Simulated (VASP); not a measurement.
A run of VASP 6.6.1:

File INCAR:

```
SYSTEM = Nb
  ALGO = Normal
  EDIFF = 1E-6
  ENCUT = 500
  GGA = PE
  GGA_COMPAT = .False.
  ISIF = 2
  ISMEAR = 1
  LASPH = .True.
  LCHARG = .True.
  LELF = .True.
  LREAL = .False.
  LVHAR = .True.
  LWAVE = .False.
  NBANDS = 12
  NELM = 120
  PREC = Accurate
  SIGMA = 0.1
```

File KPOINTS:

```
k-points
0
Gamma
  13 13 13
  0 0 0
```

Contents of POSCAR:

```
Nb
1.0
   -1.6639500000      1.6639500000      1.6639500000
    1.6639500000     -1.6639500000      1.6639500000
    1.6639500000      1.6639500000     -1.6639500000
Nb
1
Direct
    0.0000000000      0.0000000000      0.0000000000
```

Potentials or basis: VASP PAW PBE potentials, release 64 (Nb_sv).

Command:

```console
$ cat potpaw_PBE.64/Nb_sv/POTCAR > POTCAR
$ mpirun -np 1 vasp_std > vasp.out
```

Hardware: 1 thread of Intel(R) Xeon(R) Platinum 8259CL CPU @ 2.50GHz (Skylake/Cascade Lake), with other jobs on the host.

Question: How long does it take, and how much memory?

Answer: It took 16 s on 1 thread of Intel(R) Xeon(R) Platinum 8259CL CPU @ 2.50GHz (Skylake/Cascade Lake) (shared host), peak memory 0.14 GiB. Counts: scf iterations 12, k points 84.
